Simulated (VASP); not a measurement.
Write the native input for VASP 6.6.1 that does the following.

| Property | Result |
| --- | --- |
| Task | single point |
| Functional | RPBE |
| Potentials or basis | VASP PAW PBE potentials, release 64 (Ga_d, As) |
| Cutoff | 520 eV |
| k mesh | 6 × 6 × 6 |
| Occupations | gaussian, width 0.1 eV |
| Spin | no spin polarisation |
| Dipole correction | no |
| Further INCAR settings | ALGO = Normal; EDIFF = 1e-07; NBANDS = 16 |

The structure of GaAs (drp) lies in POSCAR:

```
GaAs
1.0
    0.0000000000      2.8750910500      2.8750910500
    2.8750910500      0.0000000000      2.8750910500
    2.8750910500      2.8750910500      0.0000000000
Ga As
1 1
Direct
    0.0000000000      0.0000000000      0.0000000000
    0.7500000000      0.7500000000      0.7500000000
```

The input as run:

INCAR

```
SYSTEM = GaAs
PREC = Accurate ; ENCUT = 520
EDIFF = 1E-7 ; ISMEAR = 0
SIGMA = 0.1 ; LREAL = .False.
LASPH = .True. ; NELM = 100
ALGO = Normal ; ISIF = 2
LWAVE = .False. ; LCHARG = .True.
GGA = RP ; LELF = .True.
LVHAR = .True. ; NBANDS = 16
```

KPOINTS

```
Automatic mesh
0
Gamma
  6 6 6
  0 0 0
```

Potentials or basis: VASP PAW PBE potentials, release 64 (Ga_d, As).

Command:

```bash
$ cat potpaw_PBE.64/Ga_d/POTCAR potpaw_PBE.64/As/POTCAR > POTCAR
$ mpirun -np 1 vasp_std > vasp.out
```

It gave:

| Quantity | Value |
| --- | --- |
| Pressure | 1.8 GPa |
| Band gap on the k mesh | 0.27 eV, direct |

Caveat: the PAW data sets were made with another functional, which shifts forces and pressure a little.

Wall time 12 s on 1 thread of Intel(R) Xeon(R) Platinum 8559C (Emerald Rapids), on a shared host, peak memory 0.17 GiB.
